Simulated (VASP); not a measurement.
Ca: single point with PBE

The system is Ca.

```
Ca
1.0
     0.00000    2.68243    2.57066
     2.68243    0.00000    2.57066
     2.68243    2.68243    0.00000
Ca
1
Direct
  0.00000 0.00000 0.00000
```

This cell differs from its parent crystal: strain -0.040 along x and y, -0.080 along z.

```
Program                : VASP 6.6.1
Task                   : single point
Functional             : PBE
Potentials or basis    : VASP PAW PBE potentials, release 64 (Ca_sv)
Cutoff                 : 520 eV
k mesh                 : 14 × 14 × 14
Occupations            : gaussian, width 0.15 eV
Spin                   : no spin polarisation
Dipole correction      : no
Further INCAR settings : ALGO = Normal; EDIFF = 1e-06; NBANDS = 11
```

```
Pressure               : 2.8 GPa
Band gap on the k mesh : zero (bands 5 and 6 overlap by 0.14 eV)
```

Stress tensor (GPa, compression positive):
```
2.72 0.00 0.00
0.00 2.72 0.00
0.00 0.00 2.99
```

Levels at points of the mesh, in eV from the Fermi level:
```csv
k point,band 1,band 2,band 3,band 4,band 5,band 6,band 7,band 8,band 9,band 10
"(0.00, 0.00, 0.00)",-41.72,-22.62,-22.62,-22.61,-4.26,2.44,2.44,2.65,3.61,3.88
"(0.50, 0.00, 0.00)",-41.70,-22.84,-22.65,-22.64,-1.05,-0.04,2.23,2.51,4.49,4.62
"(0.50, 0.50, 0.00)",-41.69,-22.82,-22.71,-22.71,-0.54,0.41,1.56,4.54,4.78,4.78
"(0.50, 0.00, 0.50)",-41.69,-22.83,-22.70,-22.68,-0.64,0.53,1.08,4.54,4.68,4.85
```

Run time: 52 s on 1 thread of Intel(R) Xeon(R) Platinum 8559C (Emerald Rapids), with other jobs on the host, peak memory 0.22 GiB.

Caveat: the cell differs from its parent crystal (strain -0.040 along x and y, -0.080 along z).
